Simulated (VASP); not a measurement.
Input of a VASP 6.6.1 run:

The input INCAR:

```
PREC = Accurate ; ENCUT = 520
EDIFF = 1E-6 ; ISMEAR = 0
SIGMA = 0.1 ; LREAL = F
LASPH = T ; NELM = 150
ALGO = Normal ; ISIF = 2
LWAVE = F ; LCHARG = F
ISPIN = 2 ; MAGMOM = 0 1 0 0 0
LORBIT = 11 ; LMAXMIX = 4
GGA = PE ; NBANDS = 32
```

File KPOINTS:

```
regular mesh
0
Gamma
  4 4 4
```

POSCAR

```
CdIrS3
1.0
    4.5133900600      0.0000000000      0.0000000000
    0.0000000000      4.5133900600      0.0000000000
    0.0000000000      0.0000000000      4.5133900600
Cd Ir S
1 1 3
Direct
    0.0000000000      0.0000000000      0.0000000000
    0.5000000000      0.5000000000      0.5000000000
    0.5000000000      0.5000000000      0.0000000000
    0.0000000000      0.5000000000      0.5000000000
    0.5000000000      0.0000000000      0.5000000000
```

Potentials or basis: VASP PAW PBE potentials, release 64 (Cd, Ir, S).

Launch:

```sh
$ cat potpaw_PBE.64/Cd/POTCAR potpaw_PBE.64/Ir/POTCAR potpaw_PBE.64/S/POTCAR > POTCAR
$ mpirun -np 1 vasp_std > vasp.out
```

Q: Predict the site moments.

A: Cd +0.00; Ir +0.06; S +0.01 μB.

Q: Estimate the net moment.

A: 0.10 μB per cell.
